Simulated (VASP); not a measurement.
# HfSi3C3 (an interface model) in VASP: further runs

The runs below take HfSi3C3 (an interface model) through single point, with PBE.

Program: VASP 6.6.1. These are calculated values, not measurements. Logs are shortened: lines on timing, memory, paths and dates and some standing lists are left out, and cuts for length are marked.

## 1. The cell of the first run

The cell holds layers of an interface, 28 atoms: a = 3.095 Å, b = 3.095 Å, c = 41.059 Å, α = 90.00°, β = 90.00°, γ = 120.00°.

## 2. Single point, PBE

Input file INCAR:

```
ALGO = Fast
EDIFF = 1E-6
ENCUT = 520
GGA = PE
ISIF = 2
ISMEAR = 0
LASPH = T
LCHARG = F
LREAL = Auto
LWAVE = F
NBANDS = 88
NELM = 60
PREC = Accurate
SIGMA = 0.1
```

Input file KPOINTS:

```
k-points
0
Gamma
  12 12 1
```

Input file POSCAR:

```
HfSi3C3
1.0
    3.0950015819      0.0000000000      0.0000000000
   -1.5475007910      2.6803499947      0.0000000000
    0.0000000000      0.0000000000     41.0591379597
Si C Hf
12 12 4
Direct
    0.0000000000      0.0000000000      0.0109650670
    0.6666666667      0.3333333333      0.0739997643
    0.3333333333      0.6666666667      0.1355945555
    0.0000000000      0.0000000000      0.1972659591
    0.3333333333      0.6666666667      0.2589540223
    0.6666666667      0.3333333333      0.3205354976
    0.0000000000      0.0000000000      0.3821984579
    0.6666666667      0.3333333333      0.4438885077
    0.3333333333      0.6666666667      0.5054733283
    0.0000000000      0.0000000000      0.5671403880
    0.3333333333      0.6666666667      0.6288509927
    0.6666666667      0.3333333333      0.6906650237
    0.6666666667      0.3333333333      0.0276853413
    0.3333333333      0.6666666667      0.0892921968
    0.0000000000      0.0000000000      0.1508474940
    0.3333333333      0.6666666667      0.2126632890
    0.6666666667      0.3333333333      0.2742429423
    0.0000000000      0.0000000000      0.3357783408
    0.6666666667      0.3333333333      0.3975970904
    0.3333333333      0.6666666667      0.4591772964
    0.0000000000      0.0000000000      0.5207124602
    0.3333333333      0.6666666667      0.5825232607
    0.6666666667      0.3333333333      0.6440578492
    0.0000000000      0.0000000000      0.7051944635
    0.0000000000      0.0000000000      0.7581424039
    0.3333333333     -0.3333333333      0.8258095681
    0.0000000000      0.0000000000      0.8883136319
    0.3333333333     -0.3333333333      0.9497513023
```

Potentials or basis: VASP PAW PBE potentials, release 64 (Si, C, Hf_pv).

Launch:

```bash
cat potpaw_PBE.64/Si/POTCAR potpaw_PBE.64/C/POTCAR potpaw_PBE.64/Hf_pv/POTCAR > POTCAR
mpirun -np 1 vasp_std > vasp.out
```

OUTCAR:

```text
EDIFF = 1E-6
   ENCUT = 520
   GGA = PE
   ISIF = 2
   ISMEAR = 0
   LASPH = T
   LREAL = Auto
   NELM = 60
   PREC = Accurate

 ion  position               nearest neighbor table
   1  0.000  0.000  0.011-  13 1.91  13 1.91  13 1.91  28 3.08  28 3.08  28 3.08   2 3.15   2 3.15
                             2 3.15
   2  0.667  0.333  0.074-  14 1.89  14 1.89  14 1.89  13 1.90   3 3.10   3 3.10   3 3.10   1 3.15
                             1 3.15   1 3.15
   3  0.333  0.667  0.136-  15 1.89  15 1.89  15 1.89  14 1.90   2 3.10   2 3.10   2 3.10   4 3.10
                             4 3.10   4 3.10
   4  0.000  0.000  0.197-  16 1.90  16 1.90  16 1.90  15 1.91   3 3.10   3 3.10   3 3.10   5 3.10
                             5 3.10   5 3.10
   5  0.333  0.667  0.259-  17 1.89  17 1.89  17 1.89  16 1.90   6 3.10   6 3.10   6 3.10   4 3.10
                             4 3.10   4 3.10
   6  0.667  0.333  0.321-  18 1.89  18 1.89  18 1.89  17 1.90   5 3.10   5 3.10   5 3.10   7 3.10
                             7 3.10   7 3.10
   7  0.000  0.000  0.382-  19 1.90  19 1.90  19 1.90  18 1.91   6 3.10   6 3.10   6 3.10   8 3.10
                             8 3.10   8 3.10
   8  0.667  0.333  0.444-  20 1.89  20 1.89  20 1.89  19 1.90   9 3.10   9 3.10   9 3.10   7 3.10
                             7 3.10   7 3.10
   9  0.333  0.667  0.505-  21 1.89  21 1.89  21 1.89  20 1.90   8 3.10   8 3.10   8 3.10  10 3.10
[... 4 lines left out ...]
                            12 3.10  12 3.10
  12  0.667  0.333  0.691-  24 1.88  24 1.88  24 1.88  23 1.91  11 3.10  11 3.10  11 3.10  25 3.30
                            25 3.30  25 3.30
  13  0.667  0.333  0.028-   2 1.90   1 1.91   1 1.91   1 1.91
  14  0.333  0.667  0.089-   2 1.89   2 1.89   2 1.89   3 1.90
  15  0.000  0.000  0.151-   3 1.89   3 1.89   3 1.89   4 1.91
  16  0.333  0.667  0.213-   4 1.90   4 1.90   4 1.90   5 1.90
  17  0.667  0.333  0.274-   5 1.89   5 1.89   5 1.89   6 1.90
  18  0.000  0.000  0.336-   6 1.89   6 1.89   6 1.89   7 1.91
  19  0.667  0.333  0.398-   7 1.90   7 1.90   7 1.90   8 1.90
  20  0.333  0.667  0.459-   8 1.89   8 1.89   8 1.89   9 1.90
  21  0.000  0.000  0.521-   9 1.89   9 1.89   9 1.89  10 1.91
  22  0.333  0.667  0.583-  10 1.90  10 1.90  10 1.90  11 1.90
  23  0.667  0.333  0.644-  11 1.89  11 1.89  11 1.89  12 1.91
  24  0.000  0.000  0.705-  12 1.88  12 1.88  12 1.88  25 2.17
  25  0.000  0.000  0.758-  24 2.17  12 3.30  12 3.30  12 3.30  26 3.30  26 3.30  26 3.30
  26  0.333  0.667  0.826-  27 3.13  27 3.13  27 3.13  25 3.30  25 3.30  25 3.30
  27  0.000  0.000  0.888-  28 3.09  28 3.09  28 3.09  26 3.13  26 3.13  26 3.13
  28  0.333  0.667  0.950-   1 3.08   1 3.08   1 3.08  27 3.09  27 3.09  27 3.09

  LATTYP: Found a hexagonal cell.
 ALAT       =     3.0950015819
 C/A-ratio  =    13.2662736587

  Lattice vectors:

 A1 = (   3.0950015819,   0.0000000000,   0.0000000000)
 A2 = (  -1.5475007910,   2.6803499947,   0.0000000000)
 A3 = (   0.0000000000,   0.0000000000,  41.0591379597)

Analysis of symmetry for initial positions (statically):
[... 187 lines left out ...]
   EFERMI_NEDOS =   21; number of points for ismear=-14 and -15
   IALGO  =     68    algorithm
   IMIX   =      4    mixing-type and parameters
     AMIX     =   0.40;   BMIX     =  1.00
     AMIX_MAG =   1.60;   BMIX_MAG =  1.00
  volume/ion in A,a.u.               =      12.16        82.09
  Fermi-wavevector in a.u.,A,eV,Ry     =   1.205500  2.278064 19.772384  1.453229
  Thomas-Fermi vector in A             =   2.341194
   LORBIT       =      0    0 simple, 1 ext, 2 COOP (PROOUT), +10 PAW based schemes
   GGA     = PE    functional components
   LHFCALC =     F    Hartree Fock is set to
   AEXX    =    0.0000 exact exchange contribution
   IVDW    =     0    specifies the selected vdW correction
   LEPSILON=     F    determine dielectric tensor
   LRPA    =     F    only Hartree local field effects (RPA)
 non-spin polarized calculation
 RMM-DIIS sequential band-by-band and
 Gauss-broadening in eV      SIGMA  =   0.10
  energy-cutoff  :      520.00
  volume of cell :      340.61
 maximum number of plane-waves:      9228
 NGX is ok and might be reduce to    24
   NGX = 11   NGY = 11   NGZ =153

 number of electron     136.0000001 magnetization

 Free energy of the ion-electron system (eV)
  ---------------------------------------------------
  ext. energy  EPLUGINS =         0.00000000
  ---------------------------------------------------
  free energy    TOTEN  =      -218.92298256 eV

  energy without entropy =     -218.90108078  energy(sigma->0) =     -218.91203167

 E-fermi :   7.6544     XC(G=0): -11.3001

 val. band max:        7.6539058566   @ k =   0.4167   0.1667   0.0000
 cond. band min:       7.6678637273   @ k =   0.2500   0.1667   0.0000
 fundamental gap:      0.0139578707
 Fermi energy:         7.6543755392

 k-point     1 :       0.0000    0.0000    0.0000
  band No.  band energies     occupation
      1     -23.1969      2.00000
      2     -22.9702      2.00000
      3     -22.7330      2.00000
      4     -22.5023      2.00000
      5     -22.5023      2.00000
      6     -22.4698      2.00000
[... 1566 lines left out ...]
     79      10.5797      0.00000
     80      10.7413      0.00000
 [bands above 80 left out]

------------------------ aborting loop because EDIFF is reached ----------------------------------------

  FORCE on cell =-STRESS in cart. coord.  units (eV):
  Direction    XX          YY          ZZ          XY          YZ          ZX
  --------------------------------------------------------------------------------------
  -------------------------------------------------------------------------------------
  Total        3.1301538      3.1301538     -0.4207184     -0.0000000      0.0000000     -0.0000000
  in kB       14.7236014     14.7236014     -1.9789728     -0.0000000      0.0000000     -0.0000000
  external PRESSURE =       9.1560767 kB  Pullay stress =       0.0000000 kB

 VOLUME and BASIS-vectors are now :
 -----------------------------------------------------------------------------
  energy-cutoff  :      520.00
  volume of cell :      340.61
      direct lattice vectors                 reciprocal lattice vectors
     3.095001582  0.000000000  0.000000000     0.323101612  0.186542803  0.000000000
    -1.547500791  2.680349995  0.000000000     0.000000000  0.373085605  0.000000000
     0.000000000  0.000000000 41.059137960     0.000000000  0.000000000  0.024355114

 POSITION                                       TOTAL-FORCE (eV/Angst)
 -----------------------------------------------------------------------------------
      0.00000      0.00000      0.45022         0.000000     -0.000000     -0.008164
      1.54750      0.89345      3.03837        -0.000000      0.000000     -0.008211
     -0.00000      1.78690      5.56740         0.000000     -0.000000     -0.002371
      0.00000      0.00000      8.09957        -0.000000     -0.000000     -0.002211
     -0.00000      1.78690     10.63243        -0.000000     -0.000000     -0.005520
      1.54750      0.89345     13.16091         0.000000     -0.000000     -0.004931
[... 20 lines left out ...]
      0.00000      0.00000     36.47339        -0.000000     -0.000000      0.002508
     -0.00000      1.78690     38.99597        -0.000000     -0.000000     -0.021422
 -----------------------------------------------------------------------------------
    total drift:                                0.000000     -0.000000     -0.001336

  FREE ENERGIE OF THE ION-ELECTRON SYSTEM (eV)
  ---------------------------------------------------
  free  energy   TOTEN  =      -218.9229825634 eV

  energy  without entropy=     -218.9010807779  energy(sigma->0) =     -218.91203167
```

OSZICAR:

```text
N       E                     dE             d eps       ncg     rms          rms(c)
DAV:   1     0.528301436013E+03    0.52830E+03   -0.65525E+04  3344   0.141E+03
DAV:   2    -0.192206372449E+03   -0.72051E+03   -0.68697E+03  4112   0.303E+02
DAV:   3    -0.241918762586E+03   -0.49712E+02   -0.49035E+02  4096   0.654E+01
[... 38 lines left out ...]
RMM:  42    -0.218923061666E+03    0.18289E-03   -0.23665E-04  5120   0.173E-02    0.191E-02
RMM:  43    -0.218923004921E+03    0.56745E-04   -0.29553E-04  5302   0.189E-02    0.196E-02
RMM:  44    -0.218922989432E+03    0.15489E-04   -0.13516E-05  3672   0.639E-03    0.182E-02
RMM:  45    -0.218922982860E+03    0.65721E-05   -0.72328E-06  3469   0.389E-03    0.108E-02
RMM:  46    -0.218922982563E+03    0.29644E-06   -0.49287E-06  3041   0.315E-03
   1 F= -.21892298E+03 E0= -.21891203E+03  d E =-.219018E-01
```

stdout:

```text
POSCAR found type information on POSCAR SiC Hf
 POSCAR found :  3 types and      28 ions
 scaLAPACK will be used
 LDA part: xc-table for (Slater+PW92), standard interpolation
 POSCAR, INCAR and KPOINTS ok, starting setup
 FFT: planning ... GRIDC
 FFT: planning ... GRID_SOFT
 FFT: planning ... GRID
 WAVECAR not read
 entering main loop
```

It took 28 min on 1 thread of AMD EPYC 9R45 (Zen 5), shared host; peak memory 0.63 GiB.

What came out:

```yaml
Free_energy: -218.9230 eV
Pressure: 0.9 GPa
Largest_force: 0.021 eV/Å
Band_gap_on_the_k_mesh: zero (bands 68 and 69 overlap by 0.94 eV)
```

Forces in eV/Å, atoms in the order of the input:
```
Si   0.000  0.000 -0.008
Si   0.000  0.000 -0.008
Si   0.000  0.000 -0.002
Si   0.000  0.000 -0.002
Si   0.000  0.000 -0.006
Si   0.000  0.000 -0.005
Si   0.000  0.000  0.003
Si   0.000  0.000 -0.004
Si   0.000  0.000 -0.002
Si   0.000  0.000  0.006
Si   0.000  0.000  0.008
Si   0.000  0.000  0.020
C    0.000  0.000  0.005
C    0.000  0.000  0.014
C    0.000  0.000 -0.011
C    0.000  0.000  0.009
C    0.000  0.000  0.015
C    0.000  0.000 -0.002
C    0.000  0.000 -0.005
C    0.000  0.000  0.012
C    0.000  0.000  0.005
C    0.000  0.000 -0.020
C    0.000  0.000 -0.016
C    0.000  0.000  0.019
Hf   0.000  0.000 -0.021
Hf   0.000  0.000  0.016
Hf   0.000  0.000  0.003
Hf   0.000  0.000 -0.021
```

Caveat: spin-orbit coupling is left out, which moves the levels of the heavy elements.

## 3. Single point, PBE

This run uses another cell than the first one, of 12.20 Å³/atom.

Input file INCAR:

```
SYSTEM = HfSi3C3
PREC = Accurate
ENCUT = 520
EDIFF = 1E-6
ISMEAR = 0
SIGMA = 0.1
LREAL = Auto
LASPH = .True.
NELM = 100
ALGO = Fast
ISIF = 2
LWAVE = .False.
LCHARG = .True.
GGA = PE
LELF = .True.
LVHAR = .True.
NBANDS = 88
```

Input file KPOINTS:

```
Automatic mesh
0
Gamma
  12 12 1
  0 0 0
```

Input file POSCAR:

```
HfSi3C3
1.0
    3.0950015819      0.0000000000      0.0000000000
   -1.5475007910      2.6803499947      0.0000000000
    0.0000000000      0.0000000000     41.1626190969
Si C Hf
12 12 4
Direct
    0.0000000000      0.0000000000      0.0121469433
    0.6666666667      0.3333333333      0.0736782367
    0.3333333333      0.6666666667      0.1351037348
    0.0000000000      0.0000000000      0.1966173596
    0.3333333333      0.6666666667      0.2581486530
    0.6666666667      0.3333333333      0.3195741511
    0.0000000000      0.0000000000      0.3810877758
    0.6666666667      0.3333333333      0.4426190692
    0.3333333333      0.6666666667      0.5040445674
    0.0000000000      0.0000000000      0.5655581921
    0.3333333333      0.6666666667      0.6270894855
    0.6666666667      0.3333333333      0.6885149836
    0.6666666667      0.3333333333      0.0275651502
    0.3333333333      0.6666666667      0.0889885264
    0.0000000000      0.0000000000      0.1503700101
    0.3333333333      0.6666666667      0.2120355665
    0.6666666667      0.3333333333      0.2734589427
    0.0000000000      0.0000000000      0.3348404263
    0.6666666667      0.3333333333      0.3965059827
    0.3333333333      0.6666666667      0.4579293589
    0.0000000000      0.0000000000      0.5193108426
    0.3333333333      0.6666666667      0.5809763990
    0.6666666667      0.3333333333      0.6423997752
    0.0000000000      0.0000000000      0.7037812589
    0.0000000000      0.0000000000      0.7664594863
    0.3333333333     -0.3333333333      0.8296490126
    0.0000000000      0.0000000000      0.8928385389
    0.3333333333     -0.3333333333      0.9560280653
```

Potentials or basis: VASP PAW PBE potentials, release 64 (Si, C, Hf_pv).

Launch:

```bash
cat potpaw_PBE.64/Si/POTCAR potpaw_PBE.64/C/POTCAR potpaw_PBE.64/Hf_pv/POTCAR > POTCAR
mpirun -np 1 vasp_std > vasp.out
```

Run time: 34 min. Hardware: 1 thread of AMD EPYC 9R45 (Zen 5), shared host; peak memory 0.63 GiB.

The run converged. Its results:

```yaml
Free_energy: -218.2554 eV
Pressure: 0.7 GPa
Largest_force: 1.871 eV/Å
Band_gap_on_the_k_mesh: zero (bands 68 and 69 overlap by 0.84 eV)
```

Forces on the atoms (eV/Å):
```
Si   0.000  0.000 -0.235
Si   0.000  0.000  0.325
Si   0.000  0.000  0.129
Si   0.000  0.000  0.112
Si   0.000  0.000  0.119
Si   0.000  0.000  0.122
Si   0.000  0.000  0.116
Si   0.000  0.000  0.119
Si   0.000  0.000  0.130
Si   0.000  0.000  0.123
Si   0.000  0.000  0.161
Si   0.000  0.000  1.239
C    0.000  0.000  0.731
C    0.000  0.000 -0.138
C    0.000  0.000 -0.114
C    0.000  0.000 -0.119
C    0.000  0.000 -0.117
C    0.000  0.000 -0.115
C    0.000  0.000 -0.119
C    0.000  0.000 -0.119
C    0.000  0.000 -0.122
C    0.000  0.000 -0.144
C    0.000  0.000 -0.303
C    0.000  0.000  0.805
Hf   0.000  0.000 -1.871
Hf   0.000  0.000  0.050
Hf   0.000  0.000  0.219
Hf   0.000  0.000 -0.984
```

Stress tensor (GPa, compression positive):
```
 1.52  0.00  0.00
 0.00  1.52  0.00
 0.00  0.00 -0.94
```

Levels at points of the mesh, in eV from the Fermi level:
| k point | band 64 | band 65 | band 66 | band 67 | band 68 | band 69 | band 70 | band 71 | band 72 | band 73 |
| --- | --- | --- | --- | --- | --- | --- | --- | --- | --- | --- |
| (0.00, 0.00, 0.00) | 0.04 | 0.07 | 0.07 | 0.19 | 0.69 | 1.31 | 1.31 | 1.35 | 1.35 | 1.52 |
| (0.50, 0.00, 0.00) | -1.63 | -1.44 | -1.28 | -0.75 | -0.60 | -0.09 | 0.57 | 1.26 | 1.32 | 1.38 |

Caveat: spin-orbit coupling is left out, which moves the levels of the heavy elements.
